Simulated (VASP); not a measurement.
# Li8HF8 (a cell with a defect) in VASP: single point with PBE

Aim: the single point of Li8HF8 (a cell with a defect) with PBE.

All numbers are computed with VASP 6.6.1; they aren't measurements. Logs are shortened: lines on timing, memory, paths and dates and some standing lists are left out, and cuts for length are marked.

**1. The cell of the first run**

The cell holds a defect, 17 atoms: a = 5.753 Å, b = 5.753 Å, c = 5.753 Å, α = 60.00°, β = 60.00°, γ = 60.00°.

**2. Single point, PBE, collinear spin**

The input, INCAR:

```
ALGO = Normal ; EDIFF = 1E-7
ENCUT = 520 ; GGA = PE
ISIF = 2 ; ISMEAR = 0
ISPIN = 2 ; LASPH = T
LCHARG = F ; LORBIT = 11
LREAL = Auto ; LWAVE = F
MAGMOM = 0 0 0 0 0 0 0 0 0 0 0 0 0 0 0 0 0.58 ; NBANDS = 58
NELM = 150 ; PREC = Accurate
SIGMA = 0.02
```

The input, KPOINTS:

```
k-points
0
Gamma
  2 2 2
```

The input, POSCAR:

```
Li8HF8
1.0
   -4.0681815568      4.0681815568      0.0000000000
    0.0000000000      4.0681815568     -4.0681815568
   -4.0681815568      0.0000000000     -4.0681815568
Li F H
8 8 1
Direct
    0.0124226265     -0.0103789616      0.5130113961
    0.0124137773      0.4855143440      0.5130025469
   -0.0409979244      0.0000196648      0.0415922932
   -0.0076550173      0.4999823561      0.0082488944
    0.5410848728      0.0000242123      0.4595029681
    0.5076221332      0.4999833394      0.4929713613
    0.4875905788      0.0103402465     -0.0118234644
    0.4875822213      0.5144659772     -0.0118318220
    0.2499690552      0.7051734196      0.7506251767
    0.2499695468      0.2947278737      0.7506232102
    0.2435042503      0.7563795905      0.2443132112
    0.2565126422      0.2435953229      0.2568727539
    0.7437195115      0.7563863503      0.7440845394
    0.7562790542      0.2436020827      0.7570929313
    0.7500064728      0.7458458915      0.2505919379
    0.7500068415      0.2541555694      0.2505908317
    0.2500586529     -0.0000953743      0.7505301711
```

Potentials or basis: VASP PAW PBE potentials, release 64 (Li_sv, F, H).

Started as:

```sh
cat potpaw_PBE.64/Li_sv/POTCAR potpaw_PBE.64/F/POTCAR potpaw_PBE.64/H/POTCAR > POTCAR
mpirun -np 1 vasp_std > vasp.out
```

OUTCAR:

```text
EDIFF = 1E-7
   ENCUT = 520
   GGA = PE
   ISIF = 2
   ISMEAR = 0
   ISPIN = 2
   LASPH = T
   LORBIT = 11
   LREAL = Auto
   NELM = 150
   PREC = Accurate

 ion  position               nearest neighbor table
   1  0.012  0.990  0.513-   9 1.95  14 2.03  12 2.03  13 2.05  11 2.05  16 2.14
   2  0.012  0.486  0.513-  10 1.95  14 2.03  12 2.03  13 2.05  11 2.05  15 2.14
   3  0.959  0.000  0.042-  17 1.67  16 1.89  15 1.89  14 2.00  11 2.00   5 2.40
   4  0.992  0.500  0.008-   9 1.89  10 1.90  16 1.99  15 1.99  13 2.09  12 2.09
   5  0.541  0.000  0.460-  17 1.67  16 1.89  15 1.89  12 2.00  13 2.00   3 2.40
   6  0.508  0.500  0.493-   9 1.89  10 1.90  16 1.99  15 1.99  11 2.09  14 2.09
   7  0.488  0.010  0.988-  10 1.95  13 2.03  11 2.03  14 2.05  12 2.05  15 2.14
   8  0.488  0.514  0.988-   9 1.95  13 2.03  11 2.03  14 2.05  12 2.05  16 2.14
   9  0.250  0.705  0.751-   4 1.89   6 1.89   8 1.95   1 1.95
  10  0.250  0.295  0.751-   4 1.90   6 1.90   7 1.95   2 1.95
  11  0.244  0.756  0.244-   3 2.00   7 2.03   8 2.03   1 2.05   2 2.05   6 2.09
  12  0.257  0.244  0.257-   5 2.00   2 2.03   1 2.03   8 2.05   7 2.05   4 2.09
  13  0.744  0.756  0.744-   5 2.00   7 2.03   8 2.03   1 2.05   2 2.05   4 2.09
  14  0.756  0.244  0.757-   3 2.00   2 2.03   1 2.03   8 2.05   7 2.05   6 2.09
  15  0.750  0.746  0.251-   5 1.89   3 1.89   4 1.99   6 1.99   2 2.14   7 2.14
  16  0.750  0.254  0.251-   5 1.89   3 1.89   4 1.99   6 1.99   1 2.14   8 2.14
  17  0.250  1.000  0.751-   5 1.67   3 1.67

  LATTYP: Found a face centered cubic cell.
 ALAT       =     8.1363631136

  Lattice vectors:

 A1 = (  -4.0681815568,   4.0681815568,   0.0000000000)
 A2 = (   0.0000000000,   4.0681815568,  -4.0681815568)
 A3 = (  -4.0681815568,   0.0000000000,  -4.0681815568)

Analysis of symmetry for initial positions (statically):
=====================================================================
 Subroutine PRICEL returns:
 Original cell was already a primitive cell.

 Routine SETGRP: Setting up the symmetry group for a
 face centered cubic supercell.

 Subroutine GETGRP returns: Found  2 space group operations
 (whereof  1 operations were pure point group operations)
 out of a pool of 48 trial point group operations.

The static configuration has the point symmetry C_1 .
 The point group associated with its full space group is C_1h.

Analysis of symmetry for dynamics (positions and initial velocities):
=====================================================================
 Subroutine PRICEL returns:
 Original cell was already a primitive cell.

 Routine SETGRP: Setting up the symmetry group for a
 face centered cubic supercell.

 Subroutine GETGRP returns: Found  2 space group operations
 (whereof  1 operations were pure point group operations)
 out of a pool of 48 trial point group operations.

The dynamic configuration has the point symmetry C_1 .
 The point group associated with its full space group is C_1h.

Analysis of structural, dynamic, and magnetic symmetry:
=====================================================================
 Subroutine PRICEL returns:
 Original cell was already a primitive cell.

 Routine SETGRP: Setting up the symmetry group for a
 face centered cubic supercell.

 Subroutine GETGRP returns: Found  2 space group operations
 (whereof  1 operations were pure point group operations)
 out of a pool of 48 trial point group operations.

The overall configuration has the point symmetry C_1 .
 The point group associated with its full space group is C_1h.

 Subroutine INISYM returns: Found  2 space group operations
 (whereof  1 operations are pure point group operations),
 and found     1 'primitive' translations

----------------------------------------------------------------------------------------

                                     Primitive cell

  volume of cell :     134.6576

  direct lattice vectors                    reciprocal lattice vectors
    -4.068181557  4.068181557  0.000000000    -0.122905036  0.122905036  0.122905036
     0.000000000  4.068181557 -4.068181557     0.122905036  0.122905036 -0.122905036
    -4.068181557  0.000000000 -4.068181557    -0.122905036 -0.122905036 -0.122905036

  length of vectors
     5.753277532  5.753277532  5.753277532     0.212877767  0.212877767  0.212877767

  position of ions in fractional coordinates (direct lattice)
     0.012422626  0.989621038  0.513011396
     0.012413777  0.485514344  0.513002547
     0.959002076  0.000019665  0.041592293
     0.992344983  0.499982356  0.008248894
     0.541084873  0.000024212  0.459502968
     0.507622133  0.499983339  0.492971361
[... 9 lines left out ...]
     0.750006842  0.254155569  0.250590832
     0.250058653  0.999904626  0.750530171

  ion indices of the primitive-cell ions
   primitive index   ion index
                 1           1
                 2           2
                 3           3
                 4           4
                 5           5
                 6           6
[... 9 lines left out ...]
                16          16
                17          17

----------------------------------------------------------------------------------------

 KPOINTS: k-points

Automatic generation of k-mesh.
 Grid dimensions read from file:
 generate k-points for:    2    2    2

 Generating k-lattice:

  Cartesian coordinates                     Fractional coordinates (reciprocal lattice)
    -0.061452518  0.061452518  0.061452518     0.500000000  0.000000000  0.000000000
     0.061452518  0.061452518 -0.061452518     0.000000000  0.500000000  0.000000000
    -0.061452518 -0.061452518 -0.061452518     0.000000000  0.000000000  0.500000000

  Length of vectors
     0.106438883  0.106438883  0.106438883

  Shift w.r.t. Gamma in fractional coordinates (k-lattice)
     0.000000000  0.000000000  0.000000000

 Subroutine IBZKPT returns following result:
 ===========================================

 Found      6 irreducible k-points:

 Following reciprocal coordinates:
            Coordinates               Weight
  0.000000  0.000000  0.000000      1.000000
  0.500000  0.000000  0.000000      2.000000
  0.000000  0.500000  0.000000      2.000000
  0.500000  0.500000  0.000000      1.000000
  0.000000  0.500000  0.500000      1.000000
  0.500000  0.000000  0.500000      1.000000
   k-points           NKPTS =      6   k-points in BZ     NKDIM =      6   number of bands    NBANDS=     58
   number of dos      NEDOS =    301   number of ions     NIONS =     17
   total plane-waves  NPLWV = 110592
   dimension x,y,z NGX =    48 NGY =   48 NGZ =   48
   dimension x,y,z NGXF=    96 NGYF=   96 NGZF=   96
   ions per type =               8   8   1
   NGX,Y,Z   is equivalent  to a cutoff of  13.87, 13.87, 13.87 a.u.
   NGXF,Y,Z  is equivalent  to a cutoff of  27.74, 27.74, 27.74 a.u.
 SYSTEM =  unknown system
   PREC   = accura    normal or accurate (medium, high low for compatibility)
   ISTART =      0    job   : 0-new  1-cont  2-samecut
   ICHARG =      2    charge: 1-file 2-atom 10-const
   ISPIN  =      2    spin polarized calculation?
   LNONCOLLINEAR =      F non collinear calculations
   LSORBIT =      F    spin-orbit coupling
   LASPH  =      T    aspherical Exc in radial PAW
   ENCUT  =  520.0 eV  38.22 Ry    6.18 a.u.  10.70 10.70 10.70*2*pi/ulx,y,z
   NELM   =    150;   NELMIN=  2; NELMDL= -5     # of ELM steps
   EDIFF  = 0.1E-06   stopping-criterion for ELM
   LREAL  =      T    real-space projection
   EDIFFG = 0.1E-05   stopping-criterion for IOM
   NSW    =      0    number of steps for IOM
   IBRION =     -1    ionic relax: 0-MD 1-quasi-New 2-CG
   NFREE  =      0    steps in history (QN), initial steepest desc. (CG)
   ISIF   =      2    stress and relaxation
   ISYM   =      2    0-nonsym 1-usesym 2-fastsym
   POTIM  = 0.5000    time-step for ionic-motion
   TEBEG  =    0.0;   TEEND  =   0.0 temperature during run
   PSTRESS=    0.0 pullay stress
   NELECT =      81.0000    total number of electrons
   NUPDOWN=      -1.0000    fix difference up-down
   EMIN   =  10.00;   EMAX   =-10.00  energy-range for DOS
   EFERMI =   0.00;   METHOD = LEGACY
   ISMEAR =     0;   SIGMA  =   0.02  broadening in eV -4-tet -1-fermi 0-gaus
   EFERMI_NEDOS =   21; number of points for ismear=-14 and -15
   IALGO  =     38    algorithm
   IMIX   =      4    mixing-type and parameters
     AMIX     =   0.40;   BMIX     =  1.00
     AMIX_MAG =   1.60;   BMIX_MAG =  1.00
  volume/ion in A,a.u.               =       7.92        53.45
  Fermi-wavevector in a.u.,A,eV,Ry     =   1.381952  2.611510 25.984275  1.909790
  Thomas-Fermi vector in A             =   2.506688
   LORBIT       =     11    0 simple, 1 ext, 2 COOP (PROOUT), +10 PAW based schemes
   GGA     = PE    functional components
   LHFCALC =     F    Hartree Fock is set to
   AEXX    =    0.0000 exact exchange contribution
   IVDW    =     0    specifies the selected vdW correction
   LEPSILON=     F    determine dielectric tensor
   LRPA    =     F    only Hartree local field effects (RPA)
 spin polarized calculation
 Gauss-broadening in eV      SIGMA  =   0.02
  energy-cutoff  :      520.00
  volume of cell :      134.66
 maximum number of plane-waves:      3695
 NGX is ok and might be reduce to    48
   NGX = 21   NGY = 21   NGZ = 21

 number of electron      81.0000007 magnetization       1.0000000

 Free energy of the ion-electron system (eV)
  ---------------------------------------------------
  ext. energy  EPLUGINS =         0.00000000
  ---------------------------------------------------
  free energy    TOTEN  =       -76.46514616 eV

  energy without entropy =      -76.46514616  energy(sigma->0) =      -76.46514616

 E-fermi :   3.4555     XC(G=0):  -9.9595

 val. band max:        3.3619436412   @ k =   0.5000   0.5000   0.0000
 cond. band min:       4.7098466534   @ k =   0.0000   0.0000   0.0000
 fundamental gap:      1.3479030122
 Fermi energy:         3.4554952820

 spin component 1

 k-point     1 :       0.0000    0.0000    0.0000
  band No.  band energies     occupation
      1     -42.1424      1.00000
      2     -42.0909      1.00000
      3     -42.0396      1.00000
      4     -42.0244      1.00000
      5     -42.0239      1.00000
      6     -42.0111      1.00000
[... 319 lines left out ...]
     51      13.8840      0.00000
     52      14.2387      0.00000
 Fermi energy:         3.4554952820

 spin component 2

 k-point     1 :       0.0000    0.0000    0.0000
  band No.  band energies     occupation
      1     -42.1128      1.00000
      2     -42.0593      1.00000
      3     -42.0376      1.00000
      4     -42.0249      1.00000
      5     -42.0244      1.00000
      6     -42.0116      1.00000
[... 319 lines left out ...]
     51      14.0046      0.00000
     52      14.2420      0.00000
 [bands above 52 left out]

------------------------ aborting loop because EDIFF is reached ----------------------------------------

  FORCE on cell =-STRESS in cart. coord.  units (eV):
  Direction    XX          YY          ZZ          XY          YZ          ZX
  --------------------------------------------------------------------------------------
  -------------------------------------------------------------------------------------
  Total        1.5986388      6.4299654      6.4285146      0.0000000     -1.4350923      0.0000000
  in kB       19.0208515     76.5047228     76.4874609      0.0000000    -17.0749500      0.0000000
  external PRESSURE =      57.3376784 kB  Pullay stress =       0.0000000 kB

 VOLUME and BASIS-vectors are now :
 -----------------------------------------------------------------------------
  energy-cutoff  :      520.00
  volume of cell :      134.66
      direct lattice vectors                 reciprocal lattice vectors
    -4.068181557  4.068181557  0.000000000    -0.122905036  0.122905036  0.122905036
     0.000000000  4.068181557 -4.068181557     0.122905036  0.122905036 -0.122905036
    -4.068181557  0.000000000 -4.068181557    -0.122905036 -0.122905036 -0.122905036

 POSITION                                       TOTAL-FORCE (eV/Angst)
 -----------------------------------------------------------------------------------
     -2.13756      4.07650     -6.11298         0.011546      0.003779     -0.003901
     -2.13749      2.02566     -4.06215         0.011545     -0.003239      0.003738
     -4.07060      3.90147     -0.16929         0.000000      0.003985      0.005586
     -4.07060      6.07106     -2.06758         0.000000     -0.006473     -0.006973
     -4.07057      2.20133     -1.86944         0.000000     -0.006217     -0.005606
     -4.07060      4.09912     -4.03952        -0.000000      0.007686      0.007470
[... 9 lines left out ...]
     -4.07061      4.08512     -2.05340         0.000000      0.002483     -0.001740
     -4.07058      5.08508     -7.12109         0.000000      0.000154     -0.000381
 -----------------------------------------------------------------------------------
    total drift:                                0.423663      0.001823      0.001167

  FREE ENERGIE OF THE ION-ELECTRON SYSTEM (eV)
  ---------------------------------------------------
  free  energy   TOTEN  =       -76.4651461615 eV

  energy  without entropy=      -76.4651461615  energy(sigma->0) =      -76.46514616

 total charge

# of ion       s       p       d       tot
------------------------------------------
    1        2.015   0.045   0.000   2.060
    2        2.015   0.045   0.000   2.060
    3        2.024   0.062   0.000   2.087
    4        2.020   0.053   0.000   2.073
    5        2.024   0.063   0.000   2.087
    6        2.020   0.053   0.000   2.073
[... 9 lines left out ...]
   16        1.729   4.415   0.000   6.145
   17        0.478   0.011   0.000   0.489
--------------------------------------------------
tot         30.483  35.648   0.000  66.131

 magnetization (x)

# of ion       s       p       d       tot
------------------------------------------
    1        0.000  -0.000   0.000  -0.000
    2        0.000  -0.000   0.000  -0.000
    3        0.005   0.010   0.000   0.015
    4        0.000   0.001   0.000   0.001
    5        0.005   0.010   0.000   0.015
    6        0.000   0.001   0.000   0.001
[... 9 lines left out ...]
   16       -0.000   0.000   0.000   0.000
   17        0.331   0.001   0.000   0.332
--------------------------------------------------
tot          0.368   0.284   0.000   0.652
```

It took 5 min on 1 thread of Intel Xeon Platinum 8259CL at 2.50GHz (Skylake/Cascade Lake), shared host; peak memory 0.41 GiB.

What came out:

```
Free energy                                           : -76.4651 eV
Largest force                                         : 0.013 eV/Å
Band gap on the k mesh                                : 1.35 eV
Net moment                                            : 1.00 μB per cell
Site moments                                          : Li -0.00, +0.01, +0.00 (each value once); F +0.12, +0.01, +0.00 (each value once); H +0.33 μB
Valence electrons inside the program's atomic spheres : Li 2.06, 2.09, 2.07 (each value once); F 6.13, 6.14 (each value once); H 0.49
```

Forces on the atoms (eV/Å):
```
Li   0.012  0.004 -0.004
Li   0.012 -0.003  0.004
Li   0.000  0.004  0.006
Li   0.000 -0.006 -0.007
Li   0.000 -0.006 -0.006
Li   0.000  0.008  0.007
Li  -0.012 -0.003  0.004
Li  -0.012  0.004 -0.004
F    0.000  0.003 -0.002
F    0.000 -0.003  0.003
F   -0.005 -0.003 -0.003
F    0.005  0.003  0.002
F   -0.005  0.003  0.002
F    0.005 -0.003 -0.003
F    0.000 -0.001  0.002
F    0.000  0.002 -0.002
H    0.000  0.000  0.000
```

Levels at points of the mesh, in eV from the valence-band top:
Spin up:
```csv
k point,band 38,band 39,band 40,band 41,band 42,band 43,band 44,band 45
"(0.00, 0.00, 0.00)",-4.53,-4.52,-4.44,-1.07,4.79,5.92,6.13,6.17
"(0.50, 0.00, 0.00)",-4.67,-4.60,-4.50,-0.81,5.56,6.69,7.76,7.99
"(0.00, 0.50, 0.00)",-4.62,-4.61,-4.60,-0.03,5.59,6.19,7.77,7.82
"(0.50, 0.50, 0.00)",-4.74,-4.74,-4.70,0.00,6.74,6.75,7.01,7.47
"(0.00, 0.50, 0.50)",-4.74,-4.74,-4.70,0.00,6.74,6.75,7.01,7.47
"(0.50, 0.00, 0.50)",-4.67,-4.65,-4.63,-0.64,6.45,6.95,7.04,7.36
```
Spin down:
```csv
k point,band 36,band 37,band 38,band 39,band 40,band 41,band 42,band 43,band 44,band 45
"(0.00, 0.00, 0.00)",-4.63,-4.62,-4.47,-4.47,-4.13,1.35,4.89,6.08,6.15,6.17
"(0.50, 0.00, 0.00)",-4.85,-4.67,-4.67,-4.53,-4.17,1.66,5.58,6.82,8.00,8.04
"(0.00, 0.50, 0.00)",-4.95,-4.64,-4.58,-4.56,-4.47,2.25,5.65,6.32,7.95,7.95
"(0.50, 0.50, 0.00)",-4.89,-4.77,-4.70,-4.69,-4.52,2.33,6.76,6.79,7.17,7.49
"(0.00, 0.50, 0.50)",-4.89,-4.77,-4.70,-4.69,-4.52,2.33,6.76,6.79,7.17,7.49
"(0.50, 0.00, 0.50)",-4.87,-4.80,-4.63,-4.61,-4.25,1.85,6.54,6.97,7.14,7.39
```

Caveat: the k points lie up to 0.67 Å⁻¹ apart; the cutoff is under 1.25 times the usual one of these potentials, so pressure, stress and relaxed cells hold a basis-set (Pulay) error.
